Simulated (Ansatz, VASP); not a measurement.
# KMgF3 in VASP and in Ansatz

File INCAR:

```
PREC = Accurate
ENCUT = 520
EDIFF = 1E-6
ISMEAR = 0
SIGMA = 0.01
LREAL = F
LASPH = T
NELM = 80
ALGO = Normal
ISIF = 2
LWAVE = F
LCHARG = T
GGA = PS
LELF = T
LVHAR = T
NBANDS = 24
```

Contents of KPOINTS:

```
regular mesh
0
Gamma
  6 6 6
```

The input POSCAR:

```
KMgF3
1.0
    3.9242219515      0.0000000000      0.0000000000
    0.0000000000      3.9242219515      0.0000000000
    0.0000000000      0.0000000000      3.9242219515
K Mg F
1 1 3
Direct
    0.5000000000      0.5000000000      0.5000000000
    0.0000000000      0.0000000000      0.0000000000
    0.5000000000      0.0000000000      0.0000000000
    0.0000000000      0.5000000000      0.0000000000
    0.0000000000      0.0000000000      0.5000000000
```

Input for Ansatz:

```yaml
crystal:
  lattice:
    - [3.9242219515, 0.0, 0.0]
    - [0.0, 3.9242219515, 0.0]
    - [0.0, 0.0, 3.9242219515]
  atoms:
    - { symbol: K, position: [0.5, 0.5, 0.5] }
    - { symbol: Mg, position: [0.0, 0.0, 0.0] }
    - { symbol: F, position: [0.5, 0.0, 0.0] }
    - { symbol: F, position: [0.0, 0.5, 0.0] }
    - { symbol: F, position: [0.0, 0.0, 0.5] }
scf:
  occupations: { method: fixed }
output:
  forces: true
  stress: true
  eigenvalues: true
  write_density: true
  write_potential: true
  elf: true
  volumetric_format: npy
hamiltonian:
  xc: pbesol
basis:
  ecutwfc: 560
kpoints:
  mp_grid: { grid: [6, 6, 6] }
```

Alike in both runs: task single point; functional PBEsol; k mesh 6 × 6 × 6; no spin polarisation.

|  | VASP | Ansatz |
| --- | --- | --- |
| version | VASP 6.6.1 | Ansatz 0.2.0 |
| potentials or method | VASP PAW PBE potentials, release 64 (K_sv, Mg, F), cutoff 520 eV | scalar-relativistic, plane waves, PAW |
| occupations | gaussian, width 0.01 eV | fixed |
| valence electrons in the cell | 32 | 40 |

|  | VASP | Ansatz | Ansatz less VASP |
| --- | --- | --- | --- |
| gap on the k mesh at the Fermi level (eV) | 7.48 | 7.50 | +0.022 |
| least direct gap on the mesh (eV) | 7.80 | 7.82 | +0.020 |
| pressure (GPa) | 3.8 | 4.1 | +0.36 |

VASP's potentials were made for PBE, not for PBEsol. VASP's potentials hold 32 valence electrons a cell and Ansatz's 40, so a difference there can come from the potentials and not from the codes.
